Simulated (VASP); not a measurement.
A run of VASP 6.6.1 is set up as follows.

Contents of INCAR:

```
ALGO     = Normal         # electronic algorithm
EDIFF    = 1E-7           # SCF threshold, eV
ENCUT    = 520            # plane-wave cutoff, eV
GGA      = PE             # functional
ISIF     = 2              # what is computed and relaxed
ISMEAR   = 0              # smearing method
LASPH    = T              # aspherical terms in the spheres
LCHARG   = F              # write CHGCAR
LREAL    = F              # projectors in reciprocal space
LWAVE    = F              # write WAVECAR
NBANDS   = 13             # bands
NELM     = 60             # most SCF steps
PREC     = Accurate       # precision mode
SIGMA    = 0.1            # smearing width, eV
```

File KPOINTS:

```
k-points
0
Gamma
  14 14 14
```

The input POSCAR:

```
AlCo
1.0
    2.7329323612      0.0000000000      0.0000000000
    0.0000000000      2.7329323612      0.0000000000
    0.0000000000      0.0000000000      2.7329323612
Al Co
1 1
Direct
    0.0000000000      0.0000000000      0.0000000000
    0.5000000000      0.5000000000      0.5000000000
```

Potentials or basis: VASP PAW PBE potentials, release 64 (Al, Co).

Launch:

```bash
$ cat potpaw_PBE.64/Al/POTCAR potpaw_PBE.64/Co/POTCAR > POTCAR
$ mpirun -np 1 vasp_std > vasp.out
```

(1) Predict the pressure.

(2) Predict the band gap on the k mesh.

Results:

(1) 30.0 GPa.

(2) zero (bands 6 and 7 overlap by 2.67 eV).

Caveat: the cell stands under pressure; the run has no spin polarisation, though such a crystal can be magnetic.
